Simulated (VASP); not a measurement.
# AlGa3O6 (P2/m) in VASP: single point with PBEsol

Aim: the single point of AlGa3O6 with PBEsol.

Program: VASP 6.6.1. These are calculated values, not measurements. Logs are shortened: lines on timing, memory, paths and dates and some standing lists are left out, and cuts for length are marked.

## (1) The cell of the first run

Symmetry: P2/m, No. 10, monoclinic system. Conventional cell: a = 5.798 Å, b = 3.037 Å, c = 12.204 Å, α = 90.00°, β = 103.64°, γ = 90.00°. Al (site symmetry m) has 4 O at 1.83 to 1.86 Å within 2.4 Å. Ga (site symmetry m) has 6 O at 1.94 to 2.07 Å within 2.6 Å. Within 2.4 Å of Ga (site symmetry m) lie 4 O at 1.83 to 1.86 Å. Ga (site symmetry m) has 6 O at 1.94 to 2.07 Å within 2.6 Å. O (site symmetry m) has 1 Al at 1.83 Å and 2 Ga at 1.94 Å within 2.4 Å. O (site symmetry m) has 1 Al at 1.86 Å and 3 Ga at 2.01 to 2.07 Å within 2.5 Å. O (site symmetry m) has 3 Ga at 1.83 to 1.94 Å within 2.4 Å. O (site symmetry m) has 3 Ga at 1.83 to 1.94 Å within 2.4 Å.

## (2) Single point, PBEsol

Input file INCAR:

```
SYSTEM = AlGa3O6
PREC = Accurate
ENCUT = 520
EDIFF = 1E-7
ISMEAR = 0
SIGMA = 0.01
LREAL = Auto
LASPH = .TRUE.
NELM = 100
ALGO = Normal
ISIF = 2
LWAVE = .FALSE.
LCHARG = .TRUE.
GGA = PS
LELF = .TRUE.
LVHAR = .TRUE.
NBANDS = 94
```

Input file KPOINTS:

```
Automatic mesh
0
G
  2 6 4
  0 0 0
```

Input file POSCAR:

```
AlGa3O6
1.0
   12.2140000000      0.0000000000      0.0000000000
    0.0000000000      3.0371000000      0.0000000000
   -1.3859888959      0.0000000000      5.6300087380
Al Ga O
2 6 12
Direct
    0.0905000000      0.0000000000      0.7946000000
    0.9095000000      0.0000000000      0.2054000000
    0.6586600000      0.0000000000      0.3140200000
    0.3413400000      0.0000000000      0.6859800000
    0.5905000000      0.5000000000      0.7946000000
    0.4095000000      0.5000000000      0.2054000000
    0.1586600000      0.5000000000      0.3140200000
    0.8413400000      0.5000000000      0.6859800000
    0.1645000000      0.0000000000      0.1098000000
    0.8355000000      0.0000000000      0.8902000000
    0.1733000000      0.0000000000      0.5632000000
    0.8267000000      0.0000000000      0.4368000000
    0.4959000000      0.0000000000      0.2566000000
    0.5041000000      0.0000000000      0.7434000000
    0.6645000000      0.5000000000      0.1098000000
    0.3355000000      0.5000000000      0.8902000000
    0.6733000000      0.5000000000      0.5632000000
    0.3267000000      0.5000000000      0.4368000000
    0.9959000000      0.5000000000      0.2566000000
    0.0041000000      0.5000000000      0.7434000000
```

Potentials or basis: VASP PAW PBE potentials, release 64 (Al, Ga_d, O).

Command:

```
$ cat potpaw_PBE.64/Al/POTCAR potpaw_PBE.64/Ga_d/POTCAR potpaw_PBE.64/O/POTCAR > POTCAR
$ mpirun -np 1 vasp_std > vasp.out
```

OUTCAR:

```text
SYSTEM = AlGa3O6
   PREC = Accurate
   ENCUT = 520
   EDIFF = 1E-7
   ISMEAR = 0
   LREAL = Auto
   LASPH = .TRUE.
   NELM = 100
   ISIF = 2
   GGA = PS

 ion  position               nearest neighbor table
   1  0.090  0.000  0.795-  20 1.83  20 1.83   9 1.83  11 1.86
   2  0.910  0.000  0.205-  19 1.83  19 1.83  10 1.83  12 1.86
   3  0.659  0.000  0.314-  13 1.94  15 1.94  15 1.94  12 2.01  17 2.07  17 2.07
   4  0.341  0.000  0.686-  14 1.94  16 1.94  16 1.94  11 2.01  18 2.07  18 2.07
   5  0.590  0.500  0.795-  14 1.83  14 1.83  15 1.83  17 1.86
   6  0.410  0.500  0.205-  13 1.83  13 1.83  16 1.83  18 1.86
   7  0.159  0.500  0.314-  19 1.94   9 1.94   9 1.94  18 2.01  11 2.07  11 2.07
   8  0.841  0.500  0.686-  20 1.94  10 1.94  10 1.94  17 2.01  12 2.07  12 2.07
   9  0.164  0.000  0.110-   1 1.83   7 1.94   7 1.94
  10  0.836  0.000  0.890-   2 1.83   8 1.94   8 1.94
  11  0.173  0.000  0.563-   1 1.86   4 2.01   7 2.07   7 2.07
  12  0.827  0.000  0.437-   2 1.86   3 2.01   8 2.07   8 2.07
  13  0.496  0.000  0.257-   6 1.83   6 1.83   3 1.94
  14  0.504  0.000  0.743-   5 1.83   5 1.83   4 1.94
  15  0.664  0.500  0.110-   5 1.83   3 1.94   3 1.94
  16  0.336  0.500  0.890-   6 1.83   4 1.94   4 1.94
  17  0.673  0.500  0.563-   5 1.86   8 2.01   3 2.07   3 2.07
  18  0.327  0.500  0.437-   6 1.86   7 2.01   4 2.07   4 2.07
  19  0.996  0.500  0.257-   2 1.83   2 1.83   7 1.94
  20  0.004  0.500  0.743-   1 1.83   1 1.83   8 1.94

  LATTYP: Found a simple monoclinic cell.
 ALAT       =     5.7981000000
 B/A-ratio  =     0.5238095238
 C/A-ratio  =     2.1048642356
 COS(beta)  =    -0.2358564243

  Lattice vectors:

 A1 = (  -1.3859888959,   0.0000000000,   5.6300087380)
 A2 = (   0.0000000000,   3.0371000000,   0.0000000000)
 A3 = ( -10.8280111041,   0.0000000000,  -5.6300087380)

Analysis of symmetry for initial positions (statically):
=====================================================================
 Subroutine PRICEL returns:
 Original cell was already a primitive cell.

 Routine SETGRP: Setting up the symmetry group for a
 simple monoclinic supercell.

 Subroutine GETGRP returns: Found  4 space group operations
 (whereof  4 operations were pure point group operations)
 out of a pool of  4 trial point group operations.

The static configuration has the point symmetry C_2h.

Analysis of symmetry for dynamics (positions and initial velocities):
=====================================================================
 Subroutine PRICEL returns:
 Original cell was already a primitive cell.

 Routine SETGRP: Setting up the symmetry group for a
 simple monoclinic supercell.

 Subroutine GETGRP returns: Found  4 space group operations
 (whereof  4 operations were pure point group operations)
 out of a pool of  4 trial point group operations.

The dynamic configuration has the point symmetry C_2h.

 Subroutine INISYM returns: Found  4 space group operations
 (whereof  4 operations are pure point group operations),
 and found     1 'primitive' translations

----------------------------------------------------------------------------------------

                                     Primitive cell

  volume of cell :     208.8460

  direct lattice vectors                    reciprocal lattice vectors
    12.214000000  0.000000000  0.000000000     0.081873260  0.000000000  0.020155462
     0.000000000  3.037100000  0.000000000     0.000000000  0.329261467  0.000000000
    -1.385988896  0.000000000  5.630008738     0.000000000  0.000000000  0.177619618

  length of vectors
    12.214000000  3.037100000  5.798100000     0.084317693  0.329261467  0.177619618

  position of ions in fractional coordinates (direct lattice)
     0.090500000  0.000000000  0.794600000
     0.909500000  0.000000000  0.205400000
     0.658660000  0.000000000  0.314020000
     0.341340000  0.000000000  0.685980000
     0.590500000  0.500000000  0.794600000
     0.409500000  0.500000000  0.205400000
[... 12 lines left out ...]
     0.995900000  0.500000000  0.256600000
     0.004100000  0.500000000  0.743400000

  ion indices of the primitive-cell ions
   primitive index   ion index
                 1           1
                 2           2
                 3           3
                 4           4
                 5           5
                 6           6
[... 12 lines left out ...]
                19          19
                20          20

----------------------------------------------------------------------------------------

 KPOINTS: Automatic mesh

Automatic generation of k-mesh.
 Grid dimensions read from file:
 generate k-points for:    2    6    4

 Generating k-lattice:

  Cartesian coordinates                     Fractional coordinates (reciprocal lattice)
     0.040936630  0.000000000  0.010077731     0.500000000  0.000000000  0.000000000
     0.000000000  0.054876911  0.000000000     0.000000000  0.166666667  0.000000000
     0.000000000  0.000000000  0.044404904     0.000000000  0.000000000  0.250000000

  Length of vectors
     0.042158847  0.054876911  0.044404904

  Shift w.r.t. Gamma in fractional coordinates (k-lattice)
     0.000000000  0.000000000  0.000000000

 Subroutine IBZKPT returns following result:
 ===========================================

 Found     24 irreducible k-points:

 Following reciprocal coordinates:
            Coordinates               Weight
  0.000000  0.000000  0.000000      1.000000
  0.500000  0.000000  0.000000      1.000000
  0.000000  0.166667  0.000000      2.000000
  0.500000  0.166667  0.000000      2.000000
  0.000000  0.333333  0.000000      2.000000
  0.500000  0.333333  0.000000      2.000000
[... 16 lines left out ...]
  0.000000  0.500000  0.500000      1.000000
  0.500000  0.500000  0.500000      1.000000
   k-points           NKPTS =     24   k-points in BZ     NKDIM =     24   number of bands    NBANDS=     94
   number of dos      NEDOS =    301   number of ions     NIONS =     20
   total plane-waves  NPLWV = 110592
   dimension x,y,z NGX =    96 NGY =   24 NGZ =   48
   dimension x,y,z NGXF=   192 NGYF=   48 NGZF=   96
   ions per type =               2   6  12
   NGX,Y,Z   is equivalent  to a cutoff of  13.07, 13.14, 13.76 a.u.
   NGXF,Y,Z  is equivalent  to a cutoff of  26.13, 26.27, 27.53 a.u.
 SYSTEM =  AlGa3O6
   PREC   = accura    normal or accurate (medium, high low for compatibility)
   ISTART =      0    job   : 0-new  1-cont  2-samecut
   ICHARG =      2    charge: 1-file 2-atom 10-const
   ISPIN  =      1    spin polarized calculation?
   LNONCOLLINEAR =      F non collinear calculations
   LSORBIT =      F    spin-orbit coupling
   LASPH  =      T    aspherical Exc in radial PAW
   ENCUT  =  520.0 eV  38.22 Ry    6.18 a.u.  22.71  5.65 10.78*2*pi/ulx,y,z
   NELM   =    100;   NELMIN=  2; NELMDL= -5     # of ELM steps
   EDIFF  = 0.1E-06   stopping-criterion for ELM
   LREAL  =      T    real-space projection
   EDIFFG = 0.1E-05   stopping-criterion for IOM
   NSW    =      0    number of steps for IOM
   IBRION =     -1    ionic relax: 0-MD 1-quasi-New 2-CG
   NFREE  =      0    steps in history (QN), initial steepest desc. (CG)
   ISIF   =      2    stress and relaxation
   ISYM   =      2    0-nonsym 1-usesym 2-fastsym
   POTIM  = 0.5000    time-step for ionic-motion
   TEBEG  =    0.0;   TEEND  =   0.0 temperature during run
   PSTRESS=    0.0 pullay stress
   NELECT =     156.0000    total number of electrons
   NUPDOWN=      -1.0000    fix difference up-down
   EMIN   =  10.00;   EMAX   =-10.00  energy-range for DOS
   EFERMI =   0.00;   METHOD = LEGACY
   ISMEAR =     0;   SIGMA  =   0.01  broadening in eV -4-tet -1-fermi 0-gaus
   EFERMI_NEDOS =   21; number of points for ismear=-14 and -15
   IALGO  =     38    algorithm
   IMIX   =      4    mixing-type and parameters
     AMIX     =   0.40;   BMIX     =  1.00
     AMIX_MAG =   1.60;   BMIX_MAG =  1.00
  volume/ion in A,a.u.               =      10.44        70.47
  Fermi-wavevector in a.u.,A,eV,Ry     =   1.485392  2.806983 30.019740  2.206389
  Thomas-Fermi vector in A             =   2.598809
   LORBIT       =      0    0 simple, 1 ext, 2 COOP (PROOUT), +10 PAW based schemes
   GGA     = PS    functional components
   LHFCALC =     F    Hartree Fock is set to
   AEXX    =    0.0000 exact exchange contribution
   IVDW    =     0    specifies the selected vdW correction
   LEPSILON=     F    determine dielectric tensor
   LRPA    =     F    only Hartree local field effects (RPA)
 non-spin polarized calculation
 Gauss-broadening in eV      SIGMA  =   0.01
  energy-cutoff  :      520.00
  volume of cell :      208.85
 maximum number of plane-waves:      5665
 NGX is ok and might be reduce to    96
   NGX = 45   NGY = 11   NGZ = 21

 number of electron     156.0000069 magnetization

 Free energy of the ion-electron system (eV)
  ---------------------------------------------------
  ext. energy  EPLUGINS =         0.00000000
  ---------------------------------------------------
  free energy    TOTEN  =      -134.39818671 eV

  energy without entropy =     -134.39818671  energy(sigma->0) =     -134.39818671

 E-fermi :   3.9322     XC(G=0): -11.6558

 val. band max:        3.8784700963   @ k =   0.0000   0.0000   0.5000
 cond. band min:       6.5012556357   @ k =   0.0000   0.0000   0.0000
 fundamental gap:      2.6227855394
 Fermi energy:         3.9322068580

 k-point     1 :       0.0000    0.0000    0.0000
  band No.  band energies     occupation
      1     -14.9306      2.00000
      2     -14.5620      2.00000
      3     -14.3138      2.00000
      4     -13.8149      2.00000
      5     -13.6212      2.00000
      6     -13.5391      2.00000
[... 82 lines left out ...]
     89      12.1052      0.00000
     90      12.5213      0.00000

 k-point     2 :       0.5000    0.0000    0.0000
  band No.  band energies     occupation
      1     -14.8714      2.00000
      2     -14.7283      2.00000
      3     -14.0207      2.00000
      4     -13.9382      2.00000
      5     -13.8137      2.00000
      6     -13.4080      2.00000
[... 2035 lines left out ...]
     89      12.8643      0.00000
     90      13.0694      0.00000

 k-point    24 :       0.5000    0.5000    0.5000
  band No.  band energies     occupation
      1     -13.6992      2.00000
      2     -13.6443      2.00000
      3     -13.5661      2.00000
      4     -13.5554      2.00000
      5     -13.2951      2.00000
      6     -13.2814      2.00000
[... 82 lines left out ...]
     89      12.8397      0.00000
     90      12.9753      0.00000
 [bands above 90 left out]

------------------------ aborting loop because EDIFF is reached ----------------------------------------

  FORCE on cell =-STRESS in cart. coord.  units (eV):
  Direction    XX          YY          ZZ          XY          YZ          ZX
  --------------------------------------------------------------------------------------
  -------------------------------------------------------------------------------------
  Total       -2.2951072     -2.9737274     -3.7076030      0.0000000      0.0000000      0.0693299
  in kB      -17.6070860    -22.8131714    -28.4431528      0.0000000      0.0000000      0.5318691
  external PRESSURE =     -22.9544701 kB  Pullay stress =       0.0000000 kB

 VOLUME and BASIS-vectors are now :
 -----------------------------------------------------------------------------
  energy-cutoff  :      520.00
  volume of cell :      208.85
      direct lattice vectors                 reciprocal lattice vectors
    12.214000000  0.000000000  0.000000000     0.081873260  0.000000000  0.020155462
     0.000000000  3.037100000  0.000000000     0.000000000  0.329261467  0.000000000
    -1.385988896  0.000000000  5.630008738     0.000000000  0.000000000  0.177619618

 POSITION                                       TOTAL-FORCE (eV/Angst)
 -----------------------------------------------------------------------------------
      0.00406      0.00000      4.47360        -0.250739      0.000000      0.067136
     10.82395      0.00000      1.15640         0.250739      0.000000     -0.067136
      7.60965      0.00000      1.76794        -0.028941      0.000000      0.112582
      3.21837      0.00000      3.86207         0.028941      0.000000     -0.112582
      6.11106      1.51855      4.47360         0.068152      0.000000      0.029951
      4.71695      1.51855      1.15640        -0.068152      0.000000     -0.029951
[... 12 lines left out ...]
     11.80828      1.51855      1.44466        -1.504513      0.000000     -0.436874
     -0.98027      1.51855      4.18535         1.504513      0.000000      0.436874
 -----------------------------------------------------------------------------------
    total drift:                                0.000000      0.000000     -0.000000

  FREE ENERGIE OF THE ION-ELECTRON SYSTEM (eV)
  ---------------------------------------------------
  free  energy   TOTEN  =      -134.3981867070 eV

  energy  without entropy=     -134.3981867070  energy(sigma->0) =     -134.39818671
```

It took 17 min on 1 thread of Intel Xeon Platinum 8488C (Sapphire Rapids), shared host; peak memory 0.49 GiB.

Results:

- Free energy: -134.3982 eV
- Pressure: -2.3 GPa
- Largest force: 1.567 eV/Å
- Band gap on the k mesh: 2.62 eV, indirect (least direct gap 2.67 eV)

Forces on the atoms (eV/Å):
```
Al  -0.251  0.000  0.067
Al   0.251  0.000 -0.067
Ga  -0.029  0.000  0.113
Ga   0.029  0.000 -0.113
Ga   0.068  0.000  0.030
Ga  -0.068  0.000 -0.030
Ga   0.010  0.000  0.032
Ga  -0.010  0.000 -0.032
O   -0.294  0.000 -1.447
O    0.294  0.000  1.447
O   -0.906  0.000  0.895
O    0.906  0.000 -0.895
O    0.114  0.000  0.015
O   -0.114  0.000 -0.015
O    0.129  0.000 -0.068
O   -0.129  0.000  0.068
O   -0.019  0.000 -0.062
O    0.019  0.000  0.062
O   -1.505  0.000 -0.437
O    1.505  0.000  0.437
```

Levels at points of the mesh, in eV from the valence-band top:
| k point | band 75 | band 76 | band 77 | band 78 | band 79 | band 80 | band 81 | band 82 |
| --- | --- | --- | --- | --- | --- | --- | --- | --- |
| (0.00, 0.00, 0.00) | -0.35 | -0.34 | -0.26 | -0.05 | 2.62 | 4.72 | 4.93 | 5.84 |
| (0.50, 0.00, 0.00) | -0.55 | -0.49 | -0.24 | -0.06 | 3.26 | 3.66 | 5.42 | 5.73 |
| (0.00, 0.50, 0.00) | -0.70 | -0.52 | -0.24 | -0.10 | 5.48 | 5.73 | 6.54 | 6.75 |
| (0.50, 0.50, 0.00) | -0.62 | -0.44 | -0.23 | -0.10 | 5.34 | 5.54 | 6.47 | 7.15 |
| (0.00, 0.00, 0.50) | -0.59 | -0.52 | -0.31 | 0.00 | 4.88 | 4.98 | 5.46 | 5.66 |
| (0.50, 0.00, 0.50) | -0.57 | -0.53 | -0.11 | -0.08 | 4.91 | 4.95 | 5.53 | 5.64 |
| (0.00, 0.50, 0.50) | -0.87 | -0.83 | -0.67 | -0.61 | 6.74 | 6.80 | 6.83 | 6.96 |
| (0.50, 0.50, 0.50) | -0.83 | -0.76 | -0.67 | -0.64 | 6.75 | 6.79 | 6.87 | 6.91 |

Caveat: the PAW data sets were made with another functional, which shifts forces and pressure a little. A k mesh can miss the band edges.
